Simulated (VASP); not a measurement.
# PbSe: single point with r2SCAN

Crystal: PbSe.

```
Pb Se
1.0
     0.00000    3.02693    3.02693
     3.02693    0.00000    3.02693
     3.02693    3.02693    0.00000
Pb Se
1 1
Direct
  0.00000 0.00000 0.00000
  0.50000 0.50000 0.50000
```

This cell differs from its parent crystal: strain -2.0%.

* Program: VASP 6.6.1
* Task: single point
* Functional: r2SCAN
* Potentials or basis: VASP PAW PBE potentials, release 64 (Pb_d, Se)
* Cutoff: 520 eV
* k mesh: 8 × 8 × 8
* Occupations: gaussian, width 0.01 eV
* Spin: no spin polarisation
* Dipole correction: no
* Further INCAR settings: ALGO = Normal; EDIFF = 1e-06; NBANDS = 17

- Pressure: 3.6 GPa
- Band gap on the k mesh: 0.46 eV

Levels at points of the mesh, in eV from the valence-band top:
| k point | band 7 | band 8 | band 9 | band 10 | band 11 | band 12 | band 13 | band 14 |
| --- | --- | --- | --- | --- | --- | --- | --- | --- |
| (0.00, 0.00, 0.00) | -6.33 | -2.24 | -2.24 | -2.24 | 5.07 | 5.07 | 5.07 | 6.84 |
| (0.50, 0.00, 0.00) | -9.32 | -1.79 | -1.79 | 0.00 | 0.46 | 1.79 | 1.79 | 9.09 |
| (0.50, 0.50, 0.00) | -7.66 | -5.49 | -3.66 | -3.66 | 3.83 | 6.09 | 6.09 | 6.59 |

Run time: 51 s on 1 thread of AMD EPYC 9R45 96-Core Processor (Zen 5) (shared host), peak memory 0.17 GiB.

Caveat: the cell differs from its parent crystal (strain -2.0%); the cell stands under pressure; the PAW data sets were made with another functional, which shifts forces and pressure a little; spin-orbit coupling is left out, which moves the levels of the heavy elements. A k mesh can miss the band edges.
